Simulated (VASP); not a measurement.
A run of VASP 6.6.1 is set up as follows.

File POSCAR:

```
Zr3B10P4
1.0
    3.2078136860      0.0000000000      0.0000000000
   -1.6039068430      2.7780481427      0.0000000000
    0.0000000000      0.0000000000     21.9520895029
P B Zr
4 10 3
Direct
    1.0000000000      1.0000000000      0.0227768751
    1.3333333333      1.6666666667      0.1420898410
    1.6666666667      2.3333333333      0.2614028069
    2.0000000000      3.0000000000      0.3807157728
    0.3333333333      0.6666666667      0.0526051165
    0.6666666667      1.3333333333      0.1719180825
    1.0000000000      2.0000000000      0.2912310484
    1.3333333333      2.6666666667      0.4105440143
    1.3333333333      2.6666666667      0.4898075396
    1.6666666667      2.3333333333      0.4898075396
    1.3333333333      2.6666666667      0.6505173536
    1.6666666667      2.3333333333      0.6505173536
    1.3333333333      2.6666666667      0.8112271677
    1.6666666667      2.3333333333      0.8112271677
    1.0000000000      2.0000000000      0.5701624466
    1.0000000000      2.0000000000      0.7308722606
    1.0000000000      2.0000000000      0.8915820747
```

Contents of INCAR.step1:

```
SYSTEM = Zr3B10P4
ALGO = Normal ; EDIFF = 1E-4
ENCUT = 520 ; GGA = PE
ISMEAR = 0 ; LASPH = .TRUE.
LCHARG = .FALSE. ; LREAL = Auto
LWAVE = .TRUE. ; NBANDS = 57
NELM = 100 ; PREC = Accurate
SIGMA = 0.1
```

INCAR.step2

```
SYSTEM = Zr3B10P4
ALGO = Normal ; EDIFF = 1E-6
ENCUT = 520 ; ISIF = 2
ISMEAR = 0 ; ISTART = 1
LASPH = .TRUE. ; LCHARG = .FALSE.
LMIXTAU = .TRUE. ; LREAL = Auto
LWAVE = .FALSE. ; METAGGA = R2SCAN
NBANDS = 57 ; NELM = 100
PREC = Accurate ; SIGMA = 0.1
```

KPOINTS

```
k-points
0
G
  12 12 2
  0 0 0
```

Potentials or basis: VASP PAW PBE potentials, release 64 (P, B, Zr_sv).

Run with:

```sh
$ cat potpaw_PBE.64/P/POTCAR potpaw_PBE.64/B/POTCAR potpaw_PBE.64/Zr_sv/POTCAR > POTCAR
$ cp INCAR.step1 INCAR
$ mpirun -np 1 vasp_std > vasp.out
$ cp INCAR.step2 INCAR
$ mpirun -np 1 vasp_std > vasp.out
```

Q: Estimate the pressure.

A: -3.7 GPa.

Q: Predict the band gap on the k mesh.

A: Zero (bands 43 and 44 overlap by 0.95 eV).

Q: Predict the largest force.

A: 1.891 eV/Å.

Forces in eV/Å, atoms in the order of the input:
```
P    0.000  0.000 -0.793
P    0.000  0.000 -0.021
P    0.000  0.000 -0.067
P    0.000  0.000 -1.238
B    0.000  0.000  0.035
B    0.000  0.000  0.070
B    0.000  0.000  0.070
B    0.000  0.000 -0.783
B    0.000  0.000  0.566
B    0.000  0.000  1.891
B    0.000  0.000  0.035
B    0.000  0.000 -0.093
B    0.000  0.000  0.263
B    0.000  0.000  0.193
Zr   0.000  0.000 -0.339
Zr   0.000  0.000 -0.041
Zr   0.000  0.000  0.252
```

Caveat: the PAW data sets were made with another functional, which shifts forces and pressure a little.
